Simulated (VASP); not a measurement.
Wanted: the native input for a VASP 6.6.1 run.

| Property | Result |
| --- | --- |
| Task | electric field gradients |
| Functional | PBE |
| Potentials or basis | VASP PAW PBE potentials, release 64 (Ag, Cl) |
| Cutoff | 520 eV |
| k mesh | 11 × 11 × 11 |
| Occupations | fermi-dirac, width 0.03 eV |
| Spin | no spin polarisation |
| Dipole correction | no |
| Further INCAR settings | ALGO = Normal; EDIFF = 1e-08; NBANDS = 16 |

The structure of AgCl (zincblende type) lies in POSCAR:

```
AgCl
1.0
    0.0000000000      3.0092147682      3.0092147682
    3.0092147682      0.0000000000      3.0092147682
    3.0092147682      3.0092147682      0.0000000000
Ag Cl
1 1
Direct
    0.0000000000      0.0000000000      0.0000000000
    0.2500000000      0.2500000000      0.2500000000
```

This cell differs from its parent crystal: volume scaled by 0.98.

One way to write it, as run:

INCAR

```
SYSTEM = AgCl
PREC = Accurate
ENCUT = 520
EDIFF = 1E-8
ISMEAR = -1
SIGMA = 0.03
LREAL = .False.
LASPH = .True.
NELM = 60
ALGO = Normal
ISIF = 2
LWAVE = .False.
LCHARG = .False.
GGA = PE
LEFG = .True.
NBANDS = 16
```

KPOINTS

```
regular mesh
0
Gamma
  11 11 11
  0 0 0
```

Potentials or basis: VASP PAW PBE potentials, release 64 (Ag, Cl).

The run is started by

```sh
$ cat potpaw_PBE.64/Ag/POTCAR potpaw_PBE.64/Cl/POTCAR > POTCAR
$ mpirun -np 1 vasp_std > vasp.out
```

Results of the run:

```json
{
 "Pressure": "0.5 GPa",
 "Band gap on the k mesh": "1.27 eV, direct"
}
```

Caveat: without QUAD_EFG the Cq values of the log hold for a quadrupole moment of 1 mb, not for the nuclei.

It took 16 s on 1 thread of Intel(R) Xeon(R) 6975P-C (Granite Rapids) (shared host), peak memory 0.2 GiB.
